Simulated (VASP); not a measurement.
Runs of VASP 6.6.1 on Ru. The structure is that of space group P6/mmm (No. 191), or close to it. The cells are those of the table. 

```tsv
task	cell	k mesh	cutoff (eV)	gap on the mesh (eV)	pressure (GPa)	relaxed volume (Å³/atom)
single point	a = 2.622, b = 2.622, c = 2.433 Å, angles 90.0, 90.0, 120.0°, 1 atom	9 × 9 × 8	520	none	0.1	-
single point	a = 2.627, b = 2.627, c = 2.427 Å, angles 90.0, 90.0, 120.0°, 1 atom	24 × 24 × 22	520	none	0.0	-
relaxation of cell and atoms	relaxed from a = 2.622, b = 2.622, c = 2.433 Å, angles 90.0, 90.0, 120.0°, 1 atom	24 × 24 × 22	600	none	0.0	(a)
single point	a = 2.572, b = 2.572, c = 2.404 Å, angles 90.0, 90.0, 120.0°, 1 atom	9 × 9 × 8	520	none	15.8	-
relaxation of cell and atoms	relaxed from a = 2.572, b = 2.572, c = 2.404 Å, angles 90.0, 90.0, 120.0°, 1 atom	9 × 9 × 8	600	none	0.3	14.48
```

Alike in all rows: level PBEsol; potentials or basis VASP PAW PBE potentials, release 64 (Ru_pv); no spin polarisation; smearing gaussian 0.1 eV.

**Question.** Estimate the missing entries.

**Answer.** (a) 14.51.

Caveats: the PAW data sets were made with another functional, which shifts forces and pressure a little.

A k mesh can miss the band edges, and the runs leave out spin-orbit coupling on Ru.

A gap of «none» marks levels without a gap at the run's occupations.
